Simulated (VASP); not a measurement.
# CsSbSI2: single point with PBE

Crystal: CsSbSI2.

```
CELL_PARAMETERS angstrom
6.13862 0.00000 0.00000
0.00000 6.13862 0.00000
0.00000 0.00000 5.01079
ATOMIC_POSITIONS crystal
Cs 0.00000 0.00000 0.00000
Sb 0.50000 0.50000 0.50000
S 0.50000 0.50000 0.00000
I 0.00000 0.50000 0.50000
I 0.50000 0.00000 0.50000
```

```yaml
Program: VASP 6.6.1
Task: single point
Functional: PBE
Potentials_or_basis: VASP PAW PBE potentials, release 64 (Cs_sv, Sb, S, I)
Cutoff: 520 eV
k_mesh: 4 × 4 × 4
Occupations: fermi-dirac, width 0.1 eV
Spin: no spin polarisation
Dipole_correction: no
Further_INCAR_settings: ALGO = Normal; EDIFF = 1e-07; NBANDS = 25
```

* Pressure: 2.0 GPa
* Band gap on the k mesh: zero (bands 17 and 18 overlap by 0.86 eV)

Levels at points of the mesh, in eV from the Fermi level:
```csv
k point,band 13,band 14,band 15,band 16,band 17,band 18,band 19,band 20,band 21,band 22
"(0.00, 0.00, 0.00)",-2.29,-2.07,-2.00,-1.15,-1.15,2.67,3.14,3.32,3.93,3.93
"(0.50, 0.00, 0.00)",-2.26,-2.18,-2.16,-2.00,-1.17,0.77,3.74,3.92,4.50,4.83
"(0.50, 0.50, 0.00)",-2.60,-2.39,-2.39,-1.90,-1.47,0.67,0.67,4.52,5.29,5.82
"(0.00, 0.00, 0.50)",-2.48,-2.48,-1.88,-1.88,-0.03,1.74,3.33,3.33,4.12,4.77
"(0.50, 0.00, 0.50)",-2.59,-2.54,-1.94,-0.97,-0.41,0.43,1.57,3.19,4.75,4.75
"(0.50, 0.50, 0.50)",-2.47,-1.80,-0.93,-0.93,-0.89,-0.89,0.97,1.30,3.68,4.14
```

Run time: 2 min on 1 thread of Oxide Virtual Turin-like Processor (shared host), peak memory 0.31 GiB.

Caveat: spin-orbit coupling is left out, which moves the levels of the heavy elements.
